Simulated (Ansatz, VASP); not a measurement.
# Cd: VASP beside Ansatz

Contents of INCAR:

```
SYSTEM = Cd
PREC     = Accurate       ! precision mode
ENCUT    = 520            ! plane-wave cutoff, eV
EDIFF    = 1E-6           ! SCF threshold, eV
ISMEAR   = 0              ! smearing method
SIGMA    = 0.05           ! smearing width, eV
LREAL    = .False.        ! projectors in reciprocal space
LASPH    = .True.         ! aspherical terms in the spheres
NELM     = 80             ! most SCF steps
ALGO     = Normal         ! electronic algorithm
ISIF     = 2              ! what is computed and relaxed
LWAVE    = .False.        ! write WAVECAR
LCHARG   = .False.        ! write CHGCAR
GGA      = PE             ! functional
NBANDS   = 12             ! bands
```

File KPOINTS:

```
regular mesh
0
Gamma
  14 14 14
  0 0 0
```

The input POSCAR:

```
Cd
1.0
    0.0000000000      2.3035458988      2.3035458988
    2.3035458988      0.0000000000      2.3035458988
    2.3035458988      2.3035458988      0.0000000000
Cd
1
Direct
    0.0000000000      0.0000000000      0.0000000000
```

Input for Ansatz:

```yaml
crystal:
  lattice:
    - [0.0, 2.3035458988, 2.3035458988]
    - [2.3035458988, 0.0, 2.3035458988]
    - [2.3035458988, 2.3035458988, 0.0]
  atoms:
    - { symbol: Cd, position: [0.0, 0.0, 0.0] }
basis:
  ecutwfc: 500
  fft_grid_basis: typed
kpoints:
  mp_grid: { grid: [14, 14, 14] }
hamiltonian:
  xc: pbe
  pseudopotentials: { kind: paw }
scf:
  occupations: { method: gaussian, width: 0.05 }
output:
  forces: true
  stress: true
  eigenvalues: true
  bader: true
  write_density: true
  volumetric_format: npy
  elf: true
```

Alike in both runs: task single point; functional PBE; k mesh 14 × 14 × 14; occupations gaussian, width 0.05 eV; no spin polarisation.

|  | VASP | Ansatz |
| --- | --- | --- |
| version | VASP 6.6.1 | Ansatz 0.2.0 |
| potentials or method | VASP PAW PBE potentials, release 64 (Cd), cutoff 520 eV | scalar-relativistic, plane waves, PAW |
| valence electrons in the cell | 12 | 20 |

VASP gave:

* gap on the k mesh at the Fermi level (eV): none
* pressure (GPa): -2.4

Question: Estimate Ansatz's values.

Answer: gap on the k mesh at the Fermi level (eV): none; pressure (GPa): -2.5.

A gap of «none» marks a metal or a gap that the smearing closes. VASP's potentials hold 12 valence electrons a cell and Ansatz's 20, so a difference there can come from the potentials and not from the codes.
